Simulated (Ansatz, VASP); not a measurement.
# MoS2 in VASP and in Ansatz

INCAR

```
PREC = Accurate
ENCUT = 520
EDIFF = 1E-6
ISMEAR = 0
SIGMA = 0.05
LREAL = F
LASPH = T
NELM = 100
ALGO = Normal
ISIF = 2
LWAVE = F
LCHARG = T
GGA = PS
LELF = T
LVHAR = T
NBANDS = 35
```

KPOINTS

```
regular mesh
0
Gamma
  10 10 2
```

The input POSCAR:

```
MoS2
1.0
   -3.1414322132      0.0000000000      0.0000000000
   -1.5707161066     -2.7205601009      0.0000000000
    0.0000000000      0.0000000000     12.8288195080
Mo S
2 4
Direct
    0.3333333333      0.3333333333      0.2451281566
    0.6666666667      0.6666666667      0.7353844697
    0.3333333333      0.3333333333      0.6138536968
    0.6666666667      0.6666666667      0.1235973837
    0.3333333333      0.3333333333      0.8569152426
    0.6666666667      0.6666666667      0.3666589295
```

Input for Ansatz:

```yaml
crystal:
  lattice:
    - [-3.1414322132, 0.0, 0.0]
    - [-1.5707161066, -2.7205601009, 0.0]
    - [0.0, 0.0, 12.828819508]
  atoms:
    - { symbol: Mo, position: [0.3333333333, 0.3333333333, 0.2451281566] }
    - { symbol: Mo, position: [0.6666666667, 0.6666666667, 0.7353844697] }
    - { symbol: S, position: [0.3333333333, 0.3333333333, 0.6138536968] }
    - { symbol: S, position: [0.6666666667, 0.6666666667, 0.1235973837] }
    - { symbol: S, position: [0.3333333333, 0.3333333333, 0.8569152426] }
    - { symbol: S, position: [0.6666666667, 0.6666666667, 0.3666589295] }
basis:
  ecutwfc: 420
kpoints:
  mp_grid: { grid: [10, 10, 2] }
hamiltonian:
  xc: pbesol
scf:
  occupations: { method: gaussian, width: 0.05 }
output:
  forces: true
  stress: true
  eigenvalues: true
```

Alike in both runs: task single point; functional PBEsol; k mesh 10 × 10 × 2; occupations gaussian, width 0.05 eV; no spin polarisation.

|  | VASP | Ansatz |
| --- | --- | --- |
| version | VASP 6.6.1 | Ansatz 0.2.0 |
| potentials or method | VASP PAW PBE potentials, release 64 (Mo_sv, S), cutoff 520 eV | scalar-relativistic, plane waves, PAW |
| valence electrons in the cell | 52 | 52 |

VASP gave:

```
gap on the k mesh at the Fermi level (eV)                     : 1.14
least direct gap on the mesh (eV)                             : 1.98
pressure (GPa)                                                : -0.1
traceless stress, the component that is largest in VASP (GPa) : -0.12
rms of the force components (eV/Å)                            : 0.006
```

**Question.** Which values does Ansatz return?

**Answer.** gap on the k mesh at the Fermi level (eV): 1.12; least direct gap on the mesh (eV): 1.98; pressure (GPa): -0.1; traceless stress, the component that is largest in VASP (GPa): -0.10; rms of the force components (eV/Å): 0.006.

VASP's potentials were made for PBE, not for PBEsol. Atom by atom the forces differ by 0.001 eV/Å (rms over components). With one functional, cell and mesh, what is left measures potentials, basis and numerics.
